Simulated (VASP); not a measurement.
# Be5Te2 (P4/mmm) in VASP: a series of runs, part 2 of 2

VASP 6.6.1. The steps go on from the part before.

### 3 Relaxation of cell and atoms, PBE

This run uses another cell than the first one, of 15.03 Å³/atom, 0.528 times its volume.

Input file INCAR:

```
SYSTEM = Be5Te2
ALGO     = Normal         ! electronic algorithm
EDIFF    = 1E-7           ! SCF threshold, eV
EDIFFG   = -0.08          ! ionic threshold
ENCUT    = 600            ! plane-wave cutoff, eV
GGA      = PE             ! functional
IBRION   = 2              ! ionic algorithm
ISIF     = 3              ! what is computed and relaxed
ISMEAR   = 0              ! smearing method
LASPH    = .TRUE.         ! aspherical terms in the spheres
LCHARG   = .FALSE.        ! write CHGCAR
LREAL    = .FALSE.        ! projectors in reciprocal space
LWAVE    = .FALSE.        ! write WAVECAR
NELM     = 80             ! most SCF steps
NSW      = 36             ! ionic steps
PREC     = Accurate       ! precision mode
SIGMA    = 0.2            ! smearing width, eV
```

Input file KPOINTS:

```
k-points
0
G
  4 4 3
  0 0 0
```

Input file POSCAR:

```
Be5Te2
1.0
    4.3695404900      0.0000000000      0.0000000000
    0.0000000000      4.3695404900      0.0000000000
    0.0000000000      0.0000000000      5.5106603400
Be Te
5 2
Direct
    0.8538880800      0.5000000000      0.0000000000
    0.1461119200      0.5000000000      0.0000000000
    0.5000000000      0.8538880800      0.0000000000
    0.5000000000      0.1461119200      0.0000000000
    0.5000000000      0.5000000000      0.0000000000
    0.0000000000      0.0000000000      0.2343350000
    0.0000000000      0.0000000000      0.7656650000
```

Potentials or basis: VASP PAW PBE potentials, release 64 (Be, Te).

Started as:

```
> cat potpaw_PBE.64/Be/POTCAR potpaw_PBE.64/Te/POTCAR > POTCAR
> mpirun -np 1 vasp_std > vasp.out
```

OUTCAR:

```text
SYSTEM = Be5Te2
   EDIFF = 1E-7
   EDIFFG = -0.08
   ENCUT = 600
   GGA = PE
   IBRION = 2
   ISIF = 3
   ISMEAR = 0
   LASPH = .TRUE.
   LREAL = .FALSE.
   NELM = 80
   NSW = 36
   PREC = Accurate

 ion  position               nearest neighbor table
   1  0.854  0.500  0.000-   2 1.28   5 1.55   4 2.19   3 2.19   6 2.62   7 2.62   6 2.62   7 2.62

   2  0.146  0.500  0.000-   1 1.28   5 1.55   4 2.19   3 2.19   6 2.62   7 2.62   6 2.62   7 2.62

   3  0.500  0.854  0.000-   4 1.28   5 1.55   1 2.19   2 2.19   6 2.62   7 2.62   6 2.62   7 2.62

   4  0.500  0.146  0.000-   3 1.28   5 1.55   1 2.19   2 2.19   6 2.62   7 2.62   6 2.62   7 2.62

   5  0.500  0.500  0.000-   1 1.55   2 1.55   3 1.55   4 1.55
   6  0.000  0.000  0.234-   7 2.58   2 2.62   3 2.62   4 2.62   1 2.62   1 2.62   2 2.62   3 2.62
                             4 2.62   7 2.93
   7  0.000  0.000  0.766-   6 2.58   2 2.62   3 2.62   4 2.62   1 2.62   1 2.62   2 2.62   3 2.62
                             4 2.62   6 2.93

  LATTYP: Found a simple tetragonal cell.
 ALAT       =     4.3695404900
 C/A-ratio  =     1.2611532843

  Lattice vectors:

 A1 = (   4.3695404900,   0.0000000000,   0.0000000000)
 A2 = (   0.0000000000,   4.3695404900,   0.0000000000)
 A3 = (   0.0000000000,   0.0000000000,   5.5106603400)

Analysis of symmetry for initial positions (statically):
=====================================================================
 Subroutine PRICEL returns:
 Original cell was already a primitive cell.

 Routine SETGRP: Setting up the symmetry group for a
 simple tetragonal supercell.

 Subroutine GETGRP returns: Found 16 space group operations
 (whereof 16 operations were pure point group operations)
 out of a pool of 16 trial point group operations.

The static configuration has the point symmetry D_4h.

Analysis of symmetry for dynamics (positions and initial velocities):
=====================================================================
 Subroutine PRICEL returns:
 Original cell was already a primitive cell.

 Routine SETGRP: Setting up the symmetry group for a
 simple tetragonal supercell.

 Subroutine GETGRP returns: Found 16 space group operations
 (whereof 16 operations were pure point group operations)
 out of a pool of 16 trial point group operations.

The dynamic configuration has the point symmetry D_4h.

 Subroutine INISYM returns: Found 16 space group operations
 (whereof 16 operations are pure point group operations),
 and found     1 'primitive' translations

----------------------------------------------------------------------------------------

                                     Primitive cell

  volume of cell :     105.2144

  direct lattice vectors                    reciprocal lattice vectors
     4.369540490  0.000000000  0.000000000     0.228857016  0.000000000  0.000000000
     0.000000000  4.369540490  0.000000000     0.000000000  0.228857016  0.000000000
     0.000000000  0.000000000  5.510660340     0.000000000  0.000000000  0.181466456

  length of vectors
     4.369540490  4.369540490  5.510660340     0.228857016  0.228857016  0.181466456

  position of ions in fractional coordinates (direct lattice)
     0.853888080  0.500000000  0.000000000
     0.146111920  0.500000000  0.000000000
     0.500000000  0.853888080  0.000000000
     0.500000000  0.146111920  0.000000000
[... 45 lines left out ...]
  0.250000  0.250000  0.000000      4.000000
  0.500000  0.250000  0.000000      4.000000
  0.500000  0.500000  0.000000      1.000000
  0.000000  0.000000  0.333333      2.000000
  0.250000  0.000000  0.333333      8.000000
  0.500000  0.000000  0.333333      4.000000
  0.250000  0.250000  0.333333      8.000000
  0.500000  0.250000  0.333333      8.000000
  0.500000  0.500000  0.333333      2.000000
   k-points           NKPTS =     12   k-points in BZ     NKDIM =     12   number of bands    NBANDS=     15
   number of dos      NEDOS =    301   number of ions     NIONS =      7
   total plane-waves  NPLWV =  62208
   dimension x,y,z NGX =    36 NGY =   36 NGZ =   48
   dimension x,y,z NGXF=    72 NGYF=   72 NGZF=   96
   ions per type =               5   2
   NGX,Y,Z   is equivalent  to a cutoff of  13.70, 13.70, 14.48 a.u.
   NGXF,Y,Z  is equivalent  to a cutoff of  27.39, 27.39, 28.96 a.u.
 SYSTEM =  Be5Te2
   PREC   = accura    normal or accurate (medium, high low for compatibility)
   ISTART =      0    job   : 0-new  1-cont  2-samecut
   ICHARG =      2    charge: 1-file 2-atom 10-const
   ISPIN  =      1    spin polarized calculation?
   LNONCOLLINEAR =      F non collinear calculations
   LSORBIT =      F    spin-orbit coupling
   LASPH  =      T    aspherical Exc in radial PAW
   ENCUT  =  600.0 eV  44.10 Ry    6.64 a.u.   8.73  8.73 11.01*2*pi/ulx,y,z
   NELM   =     80;   NELMIN=  2; NELMDL= -5     # of ELM steps
   EDIFF  = 0.1E-06   stopping-criterion for ELM
   LREAL  =      F    real-space projection
   EDIFFG = -.8E-01   stopping-criterion for IOM
   NSW    =     36    number of steps for IOM
   IBRION =      2    ionic relax: 0-MD 1-quasi-New 2-CG
   NFREE  =      1    steps in history (QN), initial steepest desc. (CG)
   ISIF   =      3    stress and relaxation
   ISYM   =      2    0-nonsym 1-usesym 2-fastsym
   POTIM  = 0.5000    time-step for ionic-motion
   TEBEG  =    0.0;   TEEND  =   0.0 temperature during run
   PSTRESS=    0.0 pullay stress
   NELECT =      22.0000    total number of electrons
   NUPDOWN=      -1.0000    fix difference up-down
   EMIN   =  10.00;   EMAX   =-10.00  energy-range for DOS
   EFERMI =   0.00;   METHOD = LEGACY
   ISMEAR =     0;   SIGMA  =   0.20  broadening in eV -4-tet -1-fermi 0-gaus
   EFERMI_NEDOS =   21; number of points for ismear=-14 and -15
   IALGO  =     38    algorithm
   IMIX   =      4    mixing-type and parameters
     AMIX     =   0.40;   BMIX     =  1.00
     AMIX_MAG =   1.60;   BMIX_MAG =  1.00
  volume/ion in A,a.u.               =      15.03       101.43
  Fermi-wavevector in a.u.,A,eV,Ry     =   0.971682  1.836212 12.846148  0.944165
  Thomas-Fermi vector in A             =   2.101919
   LORBIT       =      0    0 simple, 1 ext, 2 COOP (PROOUT), +10 PAW based schemes
   GGA     = PE    functional components
   LHFCALC =     F    Hartree Fock is set to
   AEXX    =    0.0000 exact exchange contribution
   IVDW    =     0    specifies the selected vdW correction
   LEPSILON=     F    determine dielectric tensor
   LRPA    =     F    only Hartree local field effects (RPA)
 conjugate gradient relaxation of ions
 non-spin polarized calculation
 Gauss-broadening in eV      SIGMA  =   0.20
  energy-cutoff  :      600.00
  volume of cell :      105.21
 maximum number of plane-waves:      3543
 NGX is ok and might be reduce to    36
   NGX = 17   NGY = 17   NGZ = 23

--------------------------------------- Ionic step        1  -------------------------------------------

 number of electron      22.0000000 magnetization

 Free energy of the ion-electron system (eV)
  ---------------------------------------------------
  ext. energy  EPLUGINS =         0.00000000
  ---------------------------------------------------
  free energy    TOTEN  =        -2.23848573 eV

  energy without entropy =       -2.18638208  energy(sigma->0) =       -2.21243391

------------------------ aborting loop because EDIFF is reached ----------------------------------------

  FORCE on cell =-STRESS in cart. coord.  units (eV):
  Direction    XX          YY          ZZ          XY          YZ          ZX
  --------------------------------------------------------------------------------------
  -------------------------------------------------------------------------------------
  Total       48.3180523     48.3180523     14.1430558      0.0000000      0.0000000      0.0000000
  in kB      735.7746525    735.7746525    215.3667514      0.0000000      0.0000000      0.0000000
  external PRESSURE =     562.3053521 kB  Pullay stress =       0.0000000 kB
[... 541 lines left out ...]
      2     -10.0180      2.00000
      3      -4.6105      2.00000
      4      -3.6208      2.00000
      5      -3.6208      2.00000
      6      -2.6333      2.00000
      7      -1.4651      2.00000
      8      -1.4651      2.00000
      9      -0.7850      1.99990
     10      -0.7850      1.99990
     11       0.2681      0.00037
     12       0.2681      0.00037
     13       0.4094      0.00001
     14       0.6277      0.00000
     15       1.2812      0.00000

[... ionic steps 4 to 9 ...]

--------------------------------------- Ionic step       10  -------------------------------------------

 number of electron      21.9999997 magnetization

------------------------ aborting loop because EDIFF is reached ----------------------------------------
[... 77 lines left out ...]
--------------------------------------- Ionic step       12  -------------------------------------------

 number of electron      22.0000006 magnetization

 Free energy of the ion-electron system (eV)
  ---------------------------------------------------
  ext. energy  EPLUGINS =         0.00000000
  ---------------------------------------------------
  free energy    TOTEN  =       -16.68703824 eV

  energy without entropy =      -16.58722309  energy(sigma->0) =      -16.63713066

 E-fermi :   1.2205     XC(G=0):  -7.0937

 val. band max:        1.2198123002   @ k =   0.5000   0.2500   0.3333
 cond. band min:       1.2996407928   @ k =   0.2500   0.0000   0.0000
 fundamental gap:      0.0798284926
 Fermi energy:         1.2204632129
[... 248 lines left out ...]
  FREE ENERGIE OF THE ION-ELECTRON SYSTEM (eV)
  ---------------------------------------------------
  free  energy   TOTEN  =       -16.6870382418 eV

  energy  without entropy=      -16.5872230852  energy(sigma->0) =      -16.63713066

 reached required accuracy - stopping structural energy minimisation
```

It took 6.9 min on 1 thread of AMD EPYC 7R43 (Zen 3), shared host; peak memory 0.22 GiB.

Results:

```
Free energy                            : -16.6870 eV
Relaxed volume                         : 28.03 Å³/atom
Relaxed cell                           : a = 5.799 Å, b = 5.799 Å, c = 5.835 Å, α = 90.00°, β = 90.00°, γ = 90.00°
Space group after relaxing (to 0.05 Å) : P4/mmm (No. 123)
Energy gained by relaxing              : 2064.1 meV/atom
Ionic steps                            : 12
Pressure after relaxing                : 0.0 GPa
Largest force after relaxing           : 0.033 eV/Å
Band gap on the k mesh                 : zero (band 11 reaches 1.93 eV, above the bottom of band 12 at 0.88 eV)
```

Forces on the atoms (eV/Å):
```
Be  -0.033  0.000  0.000
Be   0.033  0.000  0.000
Be   0.000 -0.033  0.000
Be   0.000  0.033  0.000
Be   0.000  0.000  0.000
Te   0.000  0.000 -0.023
Te   0.000  0.000  0.023
```

The path:
```tsv
step	energy change (eV)	largest force (eV/Å)	pressure (GPa)	volume (Å³)
1	0.0000	13.6364	56.23	105.21
2	10.3853	25.7151	28.50	205.18
3	1.3375	18.1983	25.69	170.48
4	-2.0947	15.5314	25.79	154.04
5	-5.4846	10.8110	31.53	128.22
6	-12.7868	0.9392	-4.28	267.71
7	-13.7810	2.2164	-0.82	209.72
8	-14.3245	1.1300	0.65	192.92
9	-14.3744	0.3938	1.66	185.81
10	-14.3765	0.5225	1.48	186.91
11	-14.4443	0.0963	0.37	193.81
12	-14.4486	0.0331	0.04	196.23
```

Final structure:
```
Be Te
1.0
     5.79906    0.00000    0.00000
     0.00000    5.79906    0.00000
     0.00000    0.00000    5.83499
Be Te
5 2
Cartesian
  4.7937 2.8995 0.0000
  1.0054 2.8995 0.0000
  2.8995 4.7937 0.0000
  2.8995 1.0054 0.0000
  2.8995 2.8995 0.0000
  0.0000 0.0000 1.4041
  0.0000 0.0000 4.4309
```

Caveat: the k points lie up to 0.36 Å⁻¹ apart in the final cell; the volume moved by over 15 % at a fixed basis, so the end points are rough; spin-orbit coupling is left out, which moves the levels of the heavy elements; the relaxation stopped at a loose force limit of 0.08 eV/Å, so its end isn't a converged minimum.
